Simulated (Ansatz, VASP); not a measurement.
Fe in VASP and in Ansatz

```
Fe
1.0
    -1.43330    1.43330    1.43330
     1.43330   -1.43330    1.43330
     2.86660    2.86660   -2.86660
Fe
2
Cartesian
  0.0000 0.0000 0.0000
  1.4333 1.4333 -1.4333
```

Alike in both runs: task single point; functional LDA; k mesh 14 × 14 × 7; occupations fermi-dirac, width 0.1 eV; collinear spin.

|  | VASP | Ansatz |
| --- | --- | --- |
| version | VASP 6.6.1 | Ansatz 0.2.0 |
| potentials or method | VASP PAW LDA potentials, release 64 (Fe), cutoff 520 eV | PAW, plane waves, scalar-relativistic |
| valence electrons in the cell | 16 | 32 |

```csv
,VASP,Ansatz,Ansatz less VASP
pressure (GPa),-23.5,-23.0,+0.51
net moment per atom (μB),2.18,2.20,+0.024
size of the moment on the site where the two differ most (μB),2.16,2.22,+0.062
```

LDA's correlation is that of Perdew and Zunger in VASP and of Perdew and Wang (1992) in Ansatz. Site moments also hang on the region over which each program counts them. VASP's potentials hold 16 valence electrons a cell and Ansatz's 32, so a difference there can come from the potentials and not from the codes.
